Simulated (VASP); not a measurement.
Write the native input for VASP 6.6.1 that does the following.

* Task: single point
* Functional: PBE
* Potentials or basis: VASP PAW PBE potentials, release 64 (Sr_sv)
* Cutoff: 520 eV
* k mesh: 11 × 11 × 6
* Occupations: fermi-dirac, width 0.05 eV
* Spin: no spin polarisation
* Dipole correction: no
* Further INCAR settings: ALGO = Normal; EDIFF = 1e-06; NBANDS = 17

The structure of Sr lies in POSCAR:

```
Sr
1.0
    4.2649774784      0.0000000000      0.0000000000
   -2.1324887392      3.6935788429      0.0000000000
    0.0000000000      0.0000000000      7.0236142044
Sr
2
Direct
    0.3333333333      0.6666666667      0.2500000000
    0.6666666667      0.3333333333      0.7500000000
```

This isn't the form of Sr at room conditions, which is fcc.

These files were run (other wordings do the same):

INCAR

```
SYSTEM = Sr
PREC = Accurate
ENCUT = 520
EDIFF = 1E-6
ISMEAR = -1
SIGMA = 0.05
LREAL = .False.
LASPH = .True.
NELM = 100
ALGO = Normal
ISIF = 2
LWAVE = .False.
LCHARG = .False.
GGA = PE
NBANDS = 17
```

KPOINTS

```
regular mesh
0
Gamma
  11 11 6
  0 0 0
```

Potentials or basis: VASP PAW PBE potentials, release 64 (Sr_sv).

Command:

```sh
$ cat potpaw_PBE.64/Sr_sv/POTCAR > POTCAR
$ mpirun -np 1 vasp_std > vasp.out
```

Results of the run:

The pressure is 0.0 GPa and the band gap on the k mesh is zero (bands 10 and 11 overlap by 0.12 eV).

Run time: 80 s on 1 thread of Intel Xeon 8259CL (shared host), peak memory 0.28 GiB.
